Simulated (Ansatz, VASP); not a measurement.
AlN in VASP and in Ansatz

```xyz
4
Lattice="3.1130 0.0000 0.0000 -1.5565 2.6959 0.0000 0.0000 0.0000 4.9810" Properties=species:S:1:pos:R:3 pbc="T T T"
Al    0.0000    1.7973    0.0000
Al    1.5565    0.8986    2.4905
N     0.0000    1.7973    1.8928
N     1.5565    0.8986    4.4333
```

Alike in both runs: task single point; functional PBE; k mesh 12 × 12 × 6; occupations gaussian, width 0.05 eV; no spin polarisation.

|  | VASP | Ansatz |
| --- | --- | --- |
| version | VASP 6.6.1 | Ansatz 0.2.0 |
| potentials or method | VASP PAW PBE potentials, release 64 (Al, N), cutoff 520 eV | scalar-relativistic, plane waves, PAW |
| valence electrons in the cell | 16 | 16 |

Ansatz gave:

```
gap on the k mesh at the Fermi level (eV)                     : 4.13
pressure (GPa)                                                : 3.7
traceless stress, the component that is largest in VASP (GPa) : -1.11
rms of the force components (eV/Å)                            : 0.278
```

**Question.** What did VASP give for the same quantities?

**Answer.** gap on the k mesh at the Fermi level (eV): 4.14; pressure (GPa): 3.5; traceless stress, the component that is largest in VASP (GPa): -1.07; rms of the force components (eV/Å): 0.279.

Atom by atom the forces differ by 0.001 eV/Å (rms over components).
